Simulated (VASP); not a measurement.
Runs of VASP 6.6.1 on Fe. The structure is that of space group Im-3m (No. 229), or close to it. The cells are those of the table. 

```tsv
level	spin	cell	k mesh	gap on the mesh (eV)	pressure (GPa)	moment (μB)
r2SCAN	collinear, ferromagnetic start	a = 2.467 Å, angles 109.5°, 1 atom	22 × 22 × 22	none	3.4	(a)
PBE	collinear, ferromagnetic start	a = 2.450 Å, angles 109.5°, 1 atom	10 × 10 × 10	none	-0.6	2.13
PBE	collinear, ferromagnetic start	a = 2.434 Å, angles 109.5°, 1 atom	10 × 10 × 10	none	4.1	2.13
r2SCAN	collinear, ferromagnetic start	a = 2.484 Å, angles 109.5°, 1 atom	22 × 22 × 22	none	(b)	2.66
r2SCAN	off	a = 2.484 Å, angles 109.5°, 1 atom	22 × 22 × 22	none	-31.4	-
```

Alike in all rows: task single point; potentials or basis VASP PAW PBE potentials, release 64 (Fe); cutoff (eV) 520; smearing gaussian 0.05 eV.

Q: Fill in the values left out.

A: (a) 2.64; (b) -0.7.

Caveats: the PAW data sets were made with another functional, which shifts forces and pressure a little (at least some runs); the cell stands under pressure (at least some runs); the cell stands under tension (at least some runs).

A gap of «none» marks levels without a gap at the run's occupations.
